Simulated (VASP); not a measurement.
Here is a VASP 6.6.1 calculation.

The input INCAR:

```
  PREC = Accurate
  ENCUT = 520
  EDIFF = 1E-6
  ISMEAR = 0
  SIGMA = 0.1
  LREAL = False
  LASPH = True
  NELM = 60
  ALGO = Normal
  ISIF = 2
  LWAVE = False
  LCHARG = True
  GGA = PS
  LELF = True
  LVHAR = True
  NBANDS = 9
```

File KPOINTS:

```
regular mesh
0
Gamma
  14 14 14
```

Contents of POSCAR:

```
Se
1.0
    2.8464539098      0.0000000000      0.0000000000
    0.0000000000      2.7342562340      0.0035975207
    0.0000000000      0.0035975207      2.7900459100
Se
1
Direct
    0.0000000000      0.0000000000      0.0000000000
```

Potentials or basis: VASP PAW PBE potentials, release 64 (Se).

Command:

```console
$ cat potpaw_PBE.64/Se/POTCAR > POTCAR
$ mpirun -np 1 vasp_std > vasp.out
```

Task: Estimate the pressure.

Result: -0.1 GPa.

Task: Predict the band gap on the k mesh.

Result: Zero (bands 3 and 4 overlap by 6.06 eV).

Stress tensor (GPa, compression positive):
```
-2.91  0.00  0.00
 0.00  2.51 -0.01
 0.00 -0.01  0.02
```

Caveat: the cell differs from its parent crystal (strained); the PAW data sets were made with another functional, which shifts forces and pressure a little.
